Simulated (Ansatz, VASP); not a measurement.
**Sb in VASP and in Ansatz**

```
CELL_PARAMETERS angstrom
2.15060 1.24165 3.81888
-2.15060 1.24165 3.81888
0.00000 -2.48330 3.81888
ATOMIC_POSITIONS crystal
Sb 0.23364 0.23364 0.23364
Sb 0.76636 0.76636 0.76636
```

Change from the starting cell: zz strain of +2 %, crystal datasets.

Alike in both runs: task electric field gradients; functional LDA; k mesh 12 × 12 × 12; occupations fermi-dirac, width 0.03 eV; no spin polarisation.

```csv
,VASP,Ansatz
version,VASP 6.6.1,Ansatz 0.2.0
potentials or method,"VASP PAW LDA potentials, release 64 (Sb), cutoff 520 eV","all-electron PAW with datasets made for the crystal, scalar-relativistic"
```

Ansatz gave:

| Quantity | Value |
| --- | --- |
| pressure (GPa) | -1.8 |
| traceless stress, the component that is largest in VASP (GPa) | -0.67 |
| rms of the force components (eV/Å) | 0.038 |
| size of Vzz on the site where it differs most (V/Å²) | 40.6 |

Question: What did VASP give for the same quantities?

Answer: Pressure (GPa): -1.5; traceless stress, the component that is largest in VASP (GPa): -0.73; rms of the force components (eV/Å): 0.001; size of Vzz on the site where it differs most (V/Å²): 37.0.

LDA's correlation is that of Perdew and Zunger in VASP and of Perdew and Wang (1992) in Ansatz. Atom by atom the forces differ by 0.037 eV/Å (rms over components). Ansatz ran all-electron here, and VASP with PAW potentials.

Spin-orbit coupling is off throughout.
